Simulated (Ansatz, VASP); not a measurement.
## Two plane-wave programs on MgO

INCAR

```
SYSTEM = MgO
ALGO = Normal ; EDIFF = 1E-6
ENCUT = 750 ; GGA = CA
GGA_COMPAT = .FALSE. ; ISIF = 2
ISMEAR = 0 ; LASPH = .TRUE.
LCHARG = .FALSE. ; LREAL = .FALSE.
LWAVE = .FALSE. ; NBANDS = 15
NELM = 120 ; PREC = Accurate
SIGMA = 0.05
```

KPOINTS

```
k-points
0
G
  9 9 8
  0 0 0
```

Contents of POSCAR:

```
MgO
1.0
    2.9380209034      0.0000000000      0.0000000000
   -1.4690104517      2.5444007392      0.0000000000
    0.0000000000      0.0000000000      2.5992896000
Mg O
1 1
Direct
    0.0000000000      0.0000000000      0.0000000000
    0.3333333333      0.6666666667      0.5000000000
```

Input for Ansatz:

```yaml
crystal:
  lattice:
    - [2.9380209034, 0.0, 0.0]
    - [-1.4690104517, 2.5444007392, 0.0]
    - [0.0, 0.0, 2.5992896]
  atoms:
    - { symbol: Mg, position: [0.0, 0.0, 0.0] }
    - { symbol: O, position: [0.3333333333, 0.6666666667, 0.5] }
basis:
  ecutwfc: 420
kpoints:
  mp_grid: { grid: [9, 9, 8] }
hamiltonian:
  xc: lda
scf:
  occupations: { method: gaussian, width: 0.05 }
output:
  forces: true
  stress: true
  eigenvalues: true
```

Change from the starting cell: strain +0.000 along x and y, -0.030 along z, atoms carried along.

Alike in both runs: task single point; functional LDA; k mesh 9 × 9 × 8; occupations gaussian, width 0.05 eV; no spin polarisation.

```csv
,VASP,Ansatz
version,VASP 6.6.1,Ansatz 0.2.0
potentials or method,"VASP PAW LDA potentials, release 64 (Mg_sv, O), cutoff 750 eV","scalar-relativistic, plane waves, PAW"
valence electrons in the cell,16,16
```

|  | VASP | Ansatz | Ansatz less VASP |
| --- | --- | --- | --- |
| gap on the k mesh at the Fermi level (eV) | 2.99 | 2.97 | -0.014 |
| least direct gap on the mesh (eV) | 3.34 | 3.33 | -0.013 |
| pressure (GPa) | -4.7 | -4.6 | +0.12 |
| traceless stress, the component that is largest in VASP (GPa) | 11.16 | 11.04 | -0.115 |

LDA's correlation is that of Perdew and Zunger in VASP and of Perdew and Wang (1992) in Ansatz.
